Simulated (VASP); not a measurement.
# Mn3Si (Fm-3m) in VASP: notebook

Mn3Si is run at these levels: LDA; tasks: single point.

Program: VASP 6.6.1. These are calculated values, not measurements. Logs are shortened: lines on timing, memory, paths and dates and some standing lists are left out, and cuts for length are marked.

**1. The cell of the first run**

It takes space group Fm-3m (No. 225, cubic). Conventional cell: a = 4.982 Å, b = 4.982 Å, c = 4.982 Å, α = 90.00°, β = 90.00°, γ = 90.00°. Within 2.9 Å of Mn (site symmetry m-3m) lie 8 Mn at 2.16 Å and 6 Si at 2.49 Å. Mn (site symmetry -43m) has 10 Mn at 2.16 to 2.49 Å and 4 Si at 2.16 Å within 2.9 Å. Within 2.9 Å of Si (site symmetry m-3m) lie 14 Mn at 2.16 to 2.49 Å.

**2. Single point, LDA (7.73 Å³/atom)**

File INCAR:

```
SYSTEM = Mn3Si
  ALGO = Normal
  EDIFF = 1E-7
  ENCUT = 520
  GGA = CA
  ISIF = 2
  ISMEAR = -1
  LASPH = .TRUE.
  LCHARG = .TRUE.
  LELF = .TRUE.
  LREAL = .FALSE.
  LVHAR = .TRUE.
  LWAVE = .FALSE.
  NBANDS = 30
  NELM = 80
  PREC = Accurate
  SIGMA = 0.05
```

File KPOINTS:

```
k-points
0
G
  10 10 10
  0 0 0
```

File POSCAR:

```
Mn3Si
1.0
    0.0000000000      2.4909547384      2.4909547384
    2.4909547384      0.0000000000      2.4909547384
    2.4909547384      2.4909547384      0.0000000000
Mn Si
3 1
Direct
    0.5000000000      0.5000000000      0.5000000000
    0.2500000000      0.2500000000      0.2500000000
    0.7500000000      0.7500000000      0.7500000000
    0.0000000000      0.0000000000      0.0000000000
```

Potentials or basis: VASP PAW LDA potentials, release 64 (Mn_pv, Si).

On the command line:

```bash
$ cat potpaw_LDA.64/Mn_pv/POTCAR potpaw_LDA.64/Si/POTCAR > POTCAR
$ mpirun -np 1 vasp_std > vasp.out
```

OUTCAR:

```text
SYSTEM = Mn3Si
   EDIFF = 1E-7
   ENCUT = 520
   GGA = CA
   ISIF = 2
   ISMEAR = -1
   LASPH = .TRUE.
   LREAL = .FALSE.
   NELM = 80
   PREC = Accurate

 ion  position               nearest neighbor table
   1  0.500  0.500  0.500-   2 2.16   2 2.16   2 2.16   2 2.16   3 2.16   3 2.16   3 2.16   3 2.16
                             4 2.49   4 2.49   4 2.49   4 2.49   4 2.49   4 2.49
   2  0.250  0.250  0.250-   4 2.16   4 2.16   4 2.16   1 2.16   4 2.16   1 2.16   1 2.16   1 2.16
                             3 2.49   3 2.49   3 2.49   3 2.49   3 2.49   3 2.49
   3  0.750  0.750  0.750-   1 2.16   1 2.16   1 2.16   1 2.16   4 2.16   4 2.16   4 2.16   4 2.16
                             2 2.49   2 2.49   2 2.49   2 2.49   2 2.49   2 2.49
   4  0.000  0.000  0.000-   3 2.16   3 2.16   3 2.16   2 2.16   3 2.16   2 2.16   2 2.16   2 2.16
                             1 2.49   1 2.49   1 2.49   1 2.49   1 2.49   1 2.49

  LATTYP: Found a face centered cubic cell.
 ALAT       =     4.9819094768

  Lattice vectors:

 A1 = (   0.0000000000,   2.4909547384,   2.4909547384)
 A2 = (   2.4909547384,   0.0000000000,   2.4909547384)
 A3 = (   2.4909547384,   2.4909547384,   0.0000000000)

Analysis of symmetry for initial positions (statically):
=====================================================================
 Subroutine PRICEL returns:
 Original cell was already a primitive cell.

 Routine SETGRP: Setting up the symmetry group for a
 face centered cubic supercell.

 Subroutine GETGRP returns: Found 48 space group operations
 (whereof 48 operations were pure point group operations)
 out of a pool of 48 trial point group operations.

The static configuration has the point symmetry O_h .

Analysis of symmetry for dynamics (positions and initial velocities):
=====================================================================
 Subroutine PRICEL returns:
 Original cell was already a primitive cell.

 Routine SETGRP: Setting up the symmetry group for a
 face centered cubic supercell.

 Subroutine GETGRP returns: Found 48 space group operations
 (whereof 48 operations were pure point group operations)
 out of a pool of 48 trial point group operations.

The dynamic configuration has the point symmetry O_h .

 Subroutine INISYM returns: Found 48 space group operations
 (whereof 48 operations are pure point group operations),
 and found     1 'primitive' translations

----------------------------------------------------------------------------------------

                                     Primitive cell

  volume of cell :      30.9120

  direct lattice vectors                    reciprocal lattice vectors
     0.000000000  2.490954738  2.490954738    -0.200726249  0.200726249  0.200726249
     2.490954738  0.000000000  2.490954738     0.200726249 -0.200726249  0.200726249
     2.490954738  2.490954738  0.000000000     0.200726249  0.200726249 -0.200726249

  length of vectors
     3.522741974  3.522741974  3.522741974     0.347668061  0.347668061  0.347668061

  position of ions in fractional coordinates (direct lattice)
     0.500000000  0.500000000  0.500000000
     0.250000000  0.250000000  0.250000000
     0.750000000  0.750000000  0.750000000
     0.000000000  0.000000000  0.000000000

  ion indices of the primitive-cell ions
   primitive index   ion index
                 1           1
                 2           2
                 3           3
                 4           4

----------------------------------------------------------------------------------------

 KPOINTS: k-points

Automatic generation of k-mesh.
 Grid dimensions read from file:
 generate k-points for:   10   10   10

 Generating k-lattice:

  Cartesian coordinates                     Fractional coordinates (reciprocal lattice)
    -0.020072625  0.020072625  0.020072625     0.100000000  0.000000000  0.000000000
     0.020072625 -0.020072625  0.020072625     0.000000000  0.100000000  0.000000000
     0.020072625  0.020072625 -0.020072625     0.000000000  0.000000000  0.100000000

  Length of vectors
     0.034766806  0.034766806  0.034766806

  Shift w.r.t. Gamma in fractional coordinates (k-lattice)
     0.000000000  0.000000000  0.000000000

 Subroutine IBZKPT returns following result:
 ===========================================

 Found     47 irreducible k-points:

 Following reciprocal coordinates:
            Coordinates               Weight
  0.000000  0.000000  0.000000      1.000000
  0.100000  0.000000  0.000000      8.000000
  0.200000  0.000000  0.000000      8.000000
  0.300000  0.000000  0.000000      8.000000
  0.400000  0.000000  0.000000      8.000000
  0.500000  0.000000  0.000000      4.000000
[... 16 lines left out ...]
  0.300000  0.300000  0.000000      6.000000
  0.400000  0.300000  0.000000     24.000000
 [... further k-points ...]
   k-points           NKPTS =     47   k-points in BZ     NKDIM =     47   number of bands    NBANDS=     30
   number of dos      NEDOS =    301   number of ions     NIONS =      4
   total plane-waves  NPLWV =  21952
   dimension x,y,z NGX =    28 NGY =   28 NGZ =   28
   dimension x,y,z NGXF=    56 NGYF=   56 NGZF=   56
   ions per type =               3   1
   NGX,Y,Z   is equivalent  to a cutoff of  13.21, 13.21, 13.21 a.u.
   NGXF,Y,Z  is equivalent  to a cutoff of  26.43, 26.43, 26.43 a.u.
 SYSTEM =  Mn3Si
   PREC   = accura    normal or accurate (medium, high low for compatibility)
   ISTART =      0    job   : 0-new  1-cont  2-samecut
   ICHARG =      2    charge: 1-file 2-atom 10-const
   ISPIN  =      1    spin polarized calculation?
   LNONCOLLINEAR =      F non collinear calculations
   LSORBIT =      F    spin-orbit coupling
   LASPH  =      T    aspherical Exc in radial PAW
   ENCUT  =  520.0 eV  38.22 Ry    6.18 a.u.   6.55  6.55  6.55*2*pi/ulx,y,z
   NELM   =     80;   NELMIN=  2; NELMDL= -5     # of ELM steps
   EDIFF  = 0.1E-06   stopping-criterion for ELM
   LREAL  =      F    real-space projection
   EDIFFG = 0.1E-05   stopping-criterion for IOM
   NSW    =      0    number of steps for IOM
   IBRION =     -1    ionic relax: 0-MD 1-quasi-New 2-CG
   NFREE  =      0    steps in history (QN), initial steepest desc. (CG)
   ISIF   =      2    stress and relaxation
   ISYM   =      2    0-nonsym 1-usesym 2-fastsym
   POTIM  = 0.5000    time-step for ionic-motion
   TEBEG  =    0.0;   TEEND  =   0.0 temperature during run
   PSTRESS=    0.0 pullay stress
   NELECT =      43.0000    total number of electrons
   NUPDOWN=      -1.0000    fix difference up-down
   EMIN   =  10.00;   EMAX   =-10.00  energy-range for DOS
   EFERMI =   0.00;   METHOD = LEGACY
   ISMEAR =    -1;   SIGMA  =   0.05  broadening in eV -4-tet -1-fermi 0-gaus
   EFERMI_NEDOS =   21; number of points for ismear=-14 and -15
   IALGO  =     38    algorithm
   IMIX   =      4    mixing-type and parameters
     AMIX     =   0.40;   BMIX     =  1.00
     AMIX_MAG =   1.60;   BMIX_MAG =  1.00
  volume/ion in A,a.u.               =       7.73        52.15
  Fermi-wavevector in a.u.,A,eV,Ry     =   1.827491  3.453456 45.439674  3.339722
  Thomas-Fermi vector in A             =   2.882581
   LORBIT       =      0    0 simple, 1 ext, 2 COOP (PROOUT), +10 PAW based schemes
   GGA     = CA    functional components
   LHFCALC =     F    Hartree Fock is set to
   AEXX    =    0.0000 exact exchange contribution
   IVDW    =     0    specifies the selected vdW correction
   LEPSILON=     F    determine dielectric tensor
   LRPA    =     F    only Hartree local field effects (RPA)
 non-spin polarized calculation
  energy-cutoff  :      520.00
  volume of cell :       30.91
 maximum number of plane-waves:       869
 NGX is ok and might be reduce to    28
   NGX = 13   NGY = 13   NGZ = 13

 number of electron      42.9999969 magnetization

 Free energy of the ion-electron system (eV)
  ---------------------------------------------------
  ext. energy  EPLUGINS =         0.00000000
  ---------------------------------------------------
  free energy    TOTEN  =       -33.78024243 eV

  energy without entropy =      -33.75184909  energy(sigma->0) =      -33.76604576

 E-fermi :  16.9371     XC(G=0): -15.8615

 val. band max:       16.9336242087   @ k =  -0.1000   0.1000   0.0000
 cond. band min:      16.9407683894   @ k =   0.4000   0.3000   0.0000
 fundamental gap:      0.0071441806
 Fermi energy:        16.9371357677

 k-point     1 :       0.0000    0.0000    0.0000
  band No.  band energies     occupation
      1     -31.7917      2.00000
      2     -31.7917      2.00000
      3     -31.7917      2.00000
      4     -30.8604      2.00000
      5     -30.8604      2.00000
      6     -30.8604      2.00000
[... 22 lines left out ...]
     29      25.3602      0.00000
     30      25.6239      0.00000

 k-point     2 :       0.1000    0.0000    0.0000
  band No.  band energies     occupation
      1     -31.8069      2.00000
      2     -31.8057      2.00000
      3     -31.8057      2.00000
      4     -30.8425      2.00000
      5     -30.8425      2.00000
      6     -30.8150      2.00000
[... 22 lines left out ...]
     29      24.9163      0.00000
     30      25.6339      0.00000

 k-point     3 :       0.2000    0.0000    0.0000
  band No.  band energies     occupation
      1     -31.8401      2.00000
      2     -31.8401      2.00000
      3     -31.8345      2.00000
      4     -30.7974      2.00000
      5     -30.7974      2.00000
      6     -30.7075      2.00000
[... 22 lines left out ...]
     29      24.6935      0.00000
     30      25.5601      0.00000

 k-point     4 :       0.3000    0.0000    0.0000
  band No.  band energies     occupation
      1     -31.8791      2.00000
      2     -31.8791      2.00000
      3     -31.8492      2.00000
      4     -30.7441      2.00000
      5     -30.7441      2.00000
      6     -30.6027      2.00000
[... 22 lines left out ...]
     29      24.8621      0.00000
     30      25.2534      0.00000

 k-point     5 :       0.4000    0.0000    0.0000
  band No.  band energies     occupation
      1     -31.9083      2.00000
      2     -31.9083      2.00000
      3     -31.8473      2.00000
      4     -30.7021      2.00000
      5     -30.7021      2.00000
      6     -30.6490      2.00000
[... 22 lines left out ...]
     29      24.8639      0.00000
     30      24.8639      0.00000
[... 526 lines left out ...]
     29      25.1120      0.00000
     30      27.2467      0.00000

 k-point    22 :      -0.2000    0.2000    0.0000
  band No.  band energies     occupation
      1     -31.8988      2.00000
      2     -31.8796      2.00000
      3     -31.8753      2.00000
      4     -30.7205      2.00000
      5     -30.6731      2.00000
      6     -30.5956      2.00000
[... 22 lines left out ...]
     29      24.8875      0.00000
     30      27.0339      0.00000

 k-point    23 :       0.3000    0.3000    0.0000
  band No.  band energies     occupation
      1     -31.9968      2.00000
      2     -31.9968      2.00000
      3     -31.7001      2.00000
      4     -30.7164      2.00000
      5     -30.6347      2.00000
      6     -30.6347      2.00000
[... 22 lines left out ...]
     29      25.8020      0.00000
     30      25.9392      0.00000

 k-point    24 :       0.4000    0.3000    0.0000
  band No.  band energies     occupation
      1     -32.0277      2.00000
      2     -32.0238      2.00000
      3     -31.6900      2.00000
      4     -30.8158      2.00000
      5     -30.5829      2.00000
      6     -30.5718      2.00000
[... 22 lines left out ...]
     29      25.7225      0.00000
     30      26.3361      0.00000

 [... further k-points ...]
[... 5 lines left out ...]
  --------------------------------------------------------------------------------------
  -------------------------------------------------------------------------------------
  Total       30.3732022     30.3732022     30.3732022     -0.0000000      0.0000000      0.0000000
  in kB     1574.2498443   1574.2498443   1574.2498443     -0.0000000      0.0000000      0.0000000
  external PRESSURE =    1574.2498443 kB  Pullay stress =       0.0000000 kB

 VOLUME and BASIS-vectors are now :
 -----------------------------------------------------------------------------
  energy-cutoff  :      520.00
  volume of cell :       30.91
      direct lattice vectors                 reciprocal lattice vectors
     0.000000000  2.490954738  2.490954738    -0.200726249  0.200726249  0.200726249
     2.490954738  0.000000000  2.490954738     0.200726249 -0.200726249  0.200726249
     2.490954738  2.490954738  0.000000000     0.200726249  0.200726249 -0.200726249

 POSITION                                       TOTAL-FORCE (eV/Angst)
 -----------------------------------------------------------------------------------
      2.49095      2.49095      2.49095        -0.000000     -0.000000      0.000000
      1.24548      1.24548      1.24548        -0.000000     -0.000000     -0.000000
      3.73643      3.73643      3.73643         0.000000      0.000000      0.000000
      0.00000      0.00000      0.00000        -0.000000      0.000000      0.000000
 -----------------------------------------------------------------------------------
    total drift:                                0.000000      0.000000      0.000000

  FREE ENERGIE OF THE ION-ELECTRON SYSTEM (eV)
  ---------------------------------------------------
  free  energy   TOTEN  =       -33.7802424277 eV

  energy  without entropy=      -33.7518490884  energy(sigma->0) =      -33.76604576
```

Run time: 48 s. Hardware: 1 thread of Intel Xeon Platinum 8488C (Sapphire Rapids), shared host; peak memory 0.16 GiB.

What came out:

```yaml
Free_energy: -33.7802 eV
Pressure: 157.4 GPa
Band_gap_on_the_k_mesh: zero (an odd number of electrons rules out a gap without spin polarisation)
```

Levels at points of the mesh, in eV from the Fermi level:
```tsv
k point	band 18	band 19	band 20	band 21	band 22	band 23	band 24	band 25
(0.00, 0.00, 0.00)	-3.36	0.48	0.48	0.48	0.72	0.72	1.74	1.74
(0.50, 0.00, 0.00)	-2.91	-1.69	-1.69	-1.24	0.60	0.60	0.91	0.91
(0.50, 0.50, 0.00)	-3.32	-2.50	-0.46	-0.46	0.33	0.47	0.56	1.30
```

Caveat: the cell stands under pressure; the run has no spin polarisation, though such a crystal can be magnetic. Spin polarisation is off, so any magnetic state and its effect on volume and gap are missing.

[end of part 1 of 2]
